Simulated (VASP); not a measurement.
# Ca4SiSe2 (P6/mmm) in VASP: density of states with PBE

Aim: the density of states of Ca4SiSe2 with PBE.

Everything below comes from runs of VASP 6.6.1. Logs are shortened: lines on timing, memory, paths and dates and some standing lists are left out, and cuts for length are marked.

### Step 1. The cell of the first run

Symmetry: P6/mmm, No. 191, hexagonal system. Conventional cell: a = 9.155 Å, b = 9.155 Å, c = 5.616 Å, α = 90.00°, β = 90.00°, γ = 120.00°. Within 3.5 Å of Ca (site symmetry mmm) lie 2 Se at 2.64 Å. Within 3.7 Å of Ca (site symmetry 6/mmm) lie 2 Si at 2.81 Å. Within 3.7 Å of Si (site symmetry 6/mmm) lie 2 Ca at 2.81 Å. Within 3.5 Å of Se (site symmetry -6m2) lie 3 Ca at 2.64 Å.

### Step 2. Density of states, PBE

POSCAR

```
Ca4SiSe2
1.0
    9.1554015218      0.0000000000      0.0000000000
   -4.5777007609      7.9288102997      0.0000000000
    0.0000000000      0.0000000000      5.6158220011
Ca Si Se
4 1 2
Direct
    0.5000000000      0.0000000000      0.0000000000
    0.0000000000      0.5000000000      0.0000000000
    0.5000000000      0.5000000000      0.0000000000
    0.0000000000      0.0000000000      0.5000000000
    0.0000000000      0.0000000000      0.0000000000
    0.3333333333      0.6666666667      0.0000000000
    0.6666666667      0.3333333333      0.0000000000
```

INCAR.step1

```
PREC = Accurate
ENCUT = 520
EDIFF = 1E-6
ISMEAR = 0
SIGMA = 0.1
LREAL = False
LASPH = True
NELM = 100
ALGO = Normal
ISIF = 2
LWAVE = False
LCHARG = True
GGA = PE
NBANDS = 37
```

KPOINTS.step1

```
regular mesh
0
Gamma
  6 6 8
```

INCAR.step2

```
PREC = Accurate
ENCUT = 520
EDIFF = 1E-6
ISMEAR = -5
SIGMA = 0.1
LREAL = False
LASPH = True
NELM = 100
ALGO = Normal
ISIF = 2
LWAVE = False
LCHARG = False
GGA = PE
LORBIT = 11
NEDOS = 2001
ICHARG = 11
```

KPOINTS.step2

```
regular mesh
0
Gamma
  9 9 12
```

Potentials or basis: VASP PAW PBE potentials, release 64 (Ca_sv, Si, Se).

The run is started by

```sh
> cat potpaw_PBE.64/Ca_sv/POTCAR potpaw_PBE.64/Si/POTCAR potpaw_PBE.64/Se/POTCAR > POTCAR
> cp INCAR.step1 INCAR
> cp KPOINTS.step1 KPOINTS
> mpirun -np 1 vasp_std > vasp.out
> cp INCAR.step2 INCAR
> cp KPOINTS.step2 KPOINTS
> mpirun -np 1 vasp_std > vasp.out
```

OUTCAR:

```text
PREC = Accurate
   ENCUT = 520
   EDIFF = 1E-6
   ISMEAR = -5
   LREAL = False
   LASPH = True
   NELM = 100
   ISIF = 2
   GGA = PE
   LORBIT = 11
   ICHARG = 11

 ion  position               nearest neighbor table
   1  0.500  0.000  0.000-   6 2.64   7 2.64
   2  0.000  0.500  0.000-   6 2.64   7 2.64
   3  0.500  0.500  0.000-   6 2.64   7 2.64
   4  0.000  0.000  0.500-   5 2.81   5 2.81
   5  0.000  0.000  0.000-   4 2.81   4 2.81
   6  0.333  0.667  0.000-   1 2.64   2 2.64   3 2.64
   7  0.667  0.333  0.000-   1 2.64   2 2.64   3 2.64

  LATTYP: Found a hexagonal cell.
 ALAT       =     9.1554015218
 C/A-ratio  =     0.6133889363

  Lattice vectors:

 A1 = (   9.1554015218,   0.0000000000,   0.0000000000)
 A2 = (  -4.5777007609,   7.9288102997,   0.0000000000)
 A3 = (   0.0000000000,   0.0000000000,   5.6158220011)

Analysis of symmetry for initial positions (statically):
=====================================================================
 Subroutine PRICEL returns:
 Original cell was already a primitive cell.

 Routine SETGRP: Setting up the symmetry group for a
 hexagonal supercell.

 Subroutine GETGRP returns: Found 24 space group operations
 (whereof 24 operations were pure point group operations)
 out of a pool of 24 trial point group operations.

The static configuration has the point symmetry D_6h.

Analysis of symmetry for dynamics (positions and initial velocities):
=====================================================================
 Subroutine PRICEL returns:
 Original cell was already a primitive cell.

 Routine SETGRP: Setting up the symmetry group for a
 hexagonal supercell.

 Subroutine GETGRP returns: Found 24 space group operations
 (whereof 24 operations were pure point group operations)
 out of a pool of 24 trial point group operations.

The dynamic configuration has the point symmetry D_6h.

 Subroutine INISYM returns: Found 24 space group operations
 (whereof 24 operations are pure point group operations),
 and found     1 'primitive' translations

----------------------------------------------------------------------------------------

                                     Primitive cell

  volume of cell :     407.6606

  direct lattice vectors                    reciprocal lattice vectors
     9.155401522  0.000000000  0.000000000     0.109225139  0.063061163  0.000000000
    -4.577700761  7.928810300  0.000000000     0.000000000  0.126122326  0.000000000
     0.000000000  0.000000000  5.615822001     0.000000000  0.000000000  0.178068322

  length of vectors
     9.155401522  9.155401522  5.615822001     0.126122326  0.126122326  0.178068322

  position of ions in fractional coordinates (direct lattice)
     0.500000000  0.000000000  0.000000000
     0.000000000  0.500000000  0.000000000
     0.500000000  0.500000000  0.000000000
     0.000000000  0.000000000  0.500000000
     0.000000000  0.000000000  0.000000000
     0.333333333  0.666666667  0.000000000
     0.666666667  0.333333333  0.000000000

  ion indices of the primitive-cell ions
   primitive index   ion index
                 1           1
                 2           2
                 3           3
                 4           4
                 5           5
                 6           6
                 7           7

----------------------------------------------------------------------------------------

 KPOINTS: regular mesh

Automatic generation of k-mesh.
 Grid dimensions read from file:
 generate k-points for:    9    9   12

 Generating k-lattice:

  Cartesian coordinates                     Fractional coordinates (reciprocal lattice)
     0.012136127  0.007006796  0.000000000     0.111111111 -0.000000000  0.000000000
     0.000000000  0.014013592  0.000000000     0.000000000  0.111111111  0.000000000
     0.000000000  0.000000000  0.014839027     0.000000000  0.000000000  0.083333333

  Length of vectors
     0.014013592  0.014013592  0.014839027

  Shift w.r.t. Gamma in fractional coordinates (k-lattice)
     0.000000000  0.000000000  0.000000000

 TETIRR: Found    984 inequivalent tetrahedra from     5832

 Subroutine IBZKPT returns following result:
 ===========================================

 Found     84 irreducible k-points:

 Following reciprocal coordinates:
            Coordinates               Weight
  0.000000  0.000000  0.000000      1.000000
  0.111111  0.000000  0.000000      6.000000
  0.222222  0.000000  0.000000      6.000000
  0.333333  0.000000  0.000000      6.000000
  0.444444  0.000000  0.000000      6.000000
  0.111111  0.111111  0.000000      6.000000
[... 16 lines left out ...]
  0.333333  0.222222  0.083333     24.000000
  0.333333  0.333333  0.083333      4.000000
 [... further k-points ...]
   k-points           NKPTS =     84   k-points in BZ     NKDIM =     84   number of bands    NBANDS=     33
   number of dos      NEDOS =   2001   number of ions     NIONS =      7
   total plane-waves  NPLWV = 205800
   dimension x,y,z NGX =    70 NGY =   70 NGZ =   42
   dimension x,y,z NGXF=   140 NGYF=  140 NGZF=   84
   ions per type =               4   1   2
   NGX,Y,Z   is equivalent  to a cutoff of  12.71, 12.71, 12.43 a.u.
   NGXF,Y,Z  is equivalent  to a cutoff of  25.42, 25.42, 24.87 a.u.
 SYSTEM =  unknown system
   PREC   = accura    normal or accurate (medium, high low for compatibility)
   ISTART =      0    job   : 0-new  1-cont  2-samecut
   ICHARG =     11    charge: 1-file 2-atom 10-const
   ISPIN  =      1    spin polarized calculation?
   LNONCOLLINEAR =      F non collinear calculations
   LSORBIT =      F    spin-orbit coupling
   LASPH  =      T    aspherical Exc in radial PAW
   ENCUT  =  520.0 eV  38.22 Ry    6.18 a.u.  17.02 17.02 10.44*2*pi/ulx,y,z
   NELM   =    100;   NELMIN=  2; NELMDL=  0     # of ELM steps
   EDIFF  = 0.1E-05   stopping-criterion for ELM
   LREAL  =      F    real-space projection
   EDIFFG = 0.1E-04   stopping-criterion for IOM
   NSW    =      0    number of steps for IOM
   IBRION =     -1    ionic relax: 0-MD 1-quasi-New 2-CG
   NFREE  =      0    steps in history (QN), initial steepest desc. (CG)
   ISIF   =      2    stress and relaxation
   ISYM   =      2    0-nonsym 1-usesym 2-fastsym
   POTIM  = 0.5000    time-step for ionic-motion
   TEBEG  =    0.0;   TEEND  =   0.0 temperature during run
   PSTRESS=    0.0 pullay stress
   NELECT =      56.0000    total number of electrons
   NUPDOWN=      -1.0000    fix difference up-down
   EMIN   =  10.00;   EMAX   =-10.00  energy-range for DOS
   EFERMI =   0.00;   METHOD = LEGACY
   ISMEAR =    -5;   SIGMA  =   0.10  broadening in eV -4-tet -1-fermi 0-gaus
   EFERMI_NEDOS =   21; number of points for ismear=-14 and -15
   IALGO  =     38    algorithm
   IMIX   =      4    mixing-type and parameters
     AMIX     =   0.40;   BMIX     =  1.00
     AMIX_MAG =   1.60;   BMIX_MAG =  1.00
  volume/ion in A,a.u.               =      58.24       393.00
  Fermi-wavevector in a.u.,A,eV,Ry     =   0.844704  1.596259  9.708097  0.713525
  Thomas-Fermi vector in A             =   1.959775
   LORBIT       =     11    0 simple, 1 ext, 2 COOP (PROOUT), +10 PAW based schemes
   GGA     = PE    functional components
   LHFCALC =     F    Hartree Fock is set to
   AEXX    =    0.0000 exact exchange contribution
   IVDW    =     0    specifies the selected vdW correction
   LEPSILON=     F    determine dielectric tensor
   LRPA    =     F    only Hartree local field effects (RPA)
 non-spin polarized calculation
 Fermi weights with tetrahedron method with Bloechl corrections
  energy-cutoff  :      520.00
  volume of cell :      407.66
 maximum number of plane-waves:     11025
 NGX is ok and might be reduce to    70

 number of electron      55.9999982 magnetization

 Free energy of the ion-electron system (eV)
  ---------------------------------------------------
  ext. energy  EPLUGINS =         0.00000000
  ---------------------------------------------------
  free energy    TOTEN  =       -22.57738552 eV

  energy without entropy =      -22.57738552  energy(sigma->0) =      -22.57738552

 E-fermi :   0.3953     XC(G=0):  -5.9841

 val. band max:        0.4270986061   @ k =   0.3333   0.1111   0.0000
 cond. band min:       0.3924330777   @ k =   0.0000   0.0000   0.0833
 fundamental gap:     -0.0346655284
 Fermi energy:         0.3952667991

 k-point     1 :       0.0000    0.0000    0.0000
  band No.  band energies     occupation
      1     -42.0485      2.00000
      2     -42.0471      2.00000
      3     -42.0470      2.00000
      4     -41.5600      2.00000
      5     -23.1742      2.00000
      6     -23.1718      2.00000
[... 25 lines left out ...]
     32       1.9866      0.00000
     33       2.1072      0.00000

 k-point     2 :       0.1111    0.0000    0.0000
  band No.  band energies     occupation
      1     -42.0485      2.00000
      2     -42.0472      2.00000
      3     -42.0470      2.00000
      4     -41.5600      2.00000
      5     -23.1742      2.00000
      6     -23.1719      2.00000
[... 25 lines left out ...]
     32       1.9750      0.00000
     33       2.1213      0.00000

 k-point     3 :       0.2222    0.0000    0.0000
  band No.  band energies     occupation
      1     -42.0484      2.00000
      2     -42.0473      2.00000
      3     -42.0470      2.00000
      4     -41.5600      2.00000
      5     -23.1740      2.00000
      6     -23.1721      2.00000
[... 25 lines left out ...]
     32       1.8783      0.00000
     33       2.2010      0.00000

 k-point     4 :       0.3333    0.0000    0.0000
  band No.  band energies     occupation
      1     -42.0482      2.00000
      2     -42.0474      2.00000
      3     -42.0470      2.00000
      4     -41.5600      2.00000
      5     -23.1737      2.00000
      6     -23.1724      2.00000
[... 25 lines left out ...]
     32       1.7010      0.00000
     33       2.3268      0.00000

 k-point     5 :       0.4444    0.0000    0.0000
  band No.  band energies     occupation
      1     -42.0481      2.00000
      2     -42.0476      2.00000
      3     -42.0470      2.00000
      4     -41.5600      2.00000
      5     -23.1735      2.00000
      6     -23.1726      2.00000
[... 604 lines left out ...]
 k-point    22 :       0.2222    0.2222    0.0833
  band No.  band energies     occupation
      1     -42.0481      2.00000
      2     -42.0475      2.00000
      3     -42.0470      2.00000
      4     -41.5600      2.00000
      5     -23.1736      2.00000
      6     -23.1726      2.00000
[... 25 lines left out ...]
     32       1.7854      0.00000
     33       2.1699      0.00000

 k-point    23 :       0.3333    0.2222    0.0833
  band No.  band energies     occupation
      1     -42.0479      2.00000
      2     -42.0477      2.00000
      3     -42.0471      2.00000
      4     -41.5600      2.00000
      5     -23.1733      2.00000
      6     -23.1728      2.00000
[... 25 lines left out ...]
     32       1.8496      0.00000
     33       2.2140      0.00000

 k-point    24 :       0.3333    0.3333    0.0833
  band No.  band energies     occupation
      1     -42.0479      2.00000
      2     -42.0478      2.00000
      3     -42.0471      2.00000
      4     -41.5600      2.00000
      5     -23.1731      2.00000
      6     -23.1730      2.00000
[... 25 lines left out ...]
     32       1.9355      0.00000
     33       2.2193      0.00000

 [... further k-points ...]
[... 5 lines left out ...]
  --------------------------------------------------------------------------------------
  -------------------------------------------------------------------------------------
  Total        0.0464581      0.0464581      0.0564327     -0.0000000     -0.0000000      0.0000000
  in kB        0.1825885      0.1825885      0.2217904     -0.0000000     -0.0000000      0.0000000
  external PRESSURE =       0.1956558 kB  Pullay stress =       0.0000000 kB

 VOLUME and BASIS-vectors are now :
 -----------------------------------------------------------------------------
  energy-cutoff  :      520.00
  volume of cell :      407.66
      direct lattice vectors                 reciprocal lattice vectors
     9.155401522  0.000000000  0.000000000     0.109225139  0.063061163  0.000000000
    -4.577700761  7.928810300  0.000000000     0.000000000  0.126122326  0.000000000
     0.000000000  0.000000000  5.615822001     0.000000000  0.000000000  0.178068322

 POSITION                                       TOTAL-FORCE (eV/Angst)
 -----------------------------------------------------------------------------------
      4.57770      0.00000      0.00000         0.000000      0.000000      0.000000
     -2.28885      3.96441      0.00000         0.000000      0.000000      0.000000
      2.28885      3.96441      0.00000         0.000000      0.000000      0.000000
      0.00000      0.00000      2.80791         0.000000      0.000000      0.000000
      0.00000      0.00000      0.00000         0.000000      0.000000      0.000000
     -0.00000      5.28587      0.00000         0.000000      0.000000     -0.000000
      4.57770      2.64294      0.00000        -0.000000      0.000000      0.000000
 -----------------------------------------------------------------------------------
    total drift:                                0.000000     -0.000000     -0.000000

  FREE ENERGIE OF THE ION-ELECTRON SYSTEM (eV)
  ---------------------------------------------------
  free  energy   TOTEN  =       -22.5773855150 eV

  energy  without entropy=      -22.5773855150  energy(sigma->0) =      -22.57738552

 total charge

# of ion       s       p       d       tot
------------------------------------------
    1        2.043   5.845   0.234   8.122
    2        2.043   5.845   0.234   8.122
    3        2.043   5.845   0.234   8.122
    4        2.072   5.834   0.195   8.101
    5        0.844   0.731   0.000   1.574
    6        1.442   2.513   0.005   3.960
    7        1.442   2.513   0.005   3.960
--------------------------------------------------
tot         11.930  29.125   0.907  41.962
```

It took 14 min on 1 thread of AMD EPYC 9R45 (Zen 5), shared host; peak memory 1.1 GiB.

Results:

```yaml
Valence_electrons_inside_the_program's_atomic_spheres: Ca 8.12, 8.10; Si 1.57; Se 3.96
```

Levels at points of the mesh, in eV from the Fermi level:
| k point | band 26 | band 27 | band 28 | band 29 | band 30 | band 31 |
| --- | --- | --- | --- | --- | --- | --- |
| (0.00, 0.00, 0.00) | -0.69 | -0.27 | -0.27 | 0.14 | 0.72 | 0.72 |
| (0.00, 0.00, 0.50) | -1.56 | -0.32 | -0.32 | 0.72 | 1.01 | 1.01 |

Caveat: tetrahedron occupations give inexact forces and stress in metals.
